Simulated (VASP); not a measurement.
SnO:

```
Sn O
1.0
     3.35500    0.00000    0.00000
     0.00000    5.67410    0.00000
     0.00000    0.00000    4.22197
Sn O
2 2
Direct
  0.00000 0.23191 0.51314
  0.50000 0.76809 0.01314
  0.00000 0.89125 0.73686
  0.50000 0.10875 0.23686
```

Base run:

```yaml
Program: VASP 6.6.1
Functional: PBEsol
Potentials_or_basis: VASP PAW PBE potentials, release 64 (Sn_d, O_h)
Cutoff: 910 eV
k_mesh: 6 × 4 × 4
Occupations: gaussian, width 0.01 eV
Spin: no spin polarisation
```

Its results: band gap on the k mesh 1.58 eV (least direct gap 2.33 eV); pressure -3.0 GPa; largest force 0.359 eV/Å.

The run is repeated on the same cell with these changes: functional from PBEsol to LDA; potentials or basis from VASP PAW PBE potentials, release 64 (Sn_d, O_h) to VASP PAW LDA potentials, release 64 (Sn_d, O_h). What comes out?

Band gap on the k mesh 1.60 eV (least direct gap 2.35 eV); pressure -5.3 GPa; largest force 0.657 eV/Å.

Caveats: the cutoff is under 1.25 times the usual one of these potentials, so pressure, stress and relaxed cells hold a basis-set (Pulay) error; the cell stands under tension; spin-orbit coupling is left out, which moves the levels of the heavy elements; the PAW data sets were made with another functional, which shifts forces and pressure a little (at least some runs).

A k mesh can miss the band edges.
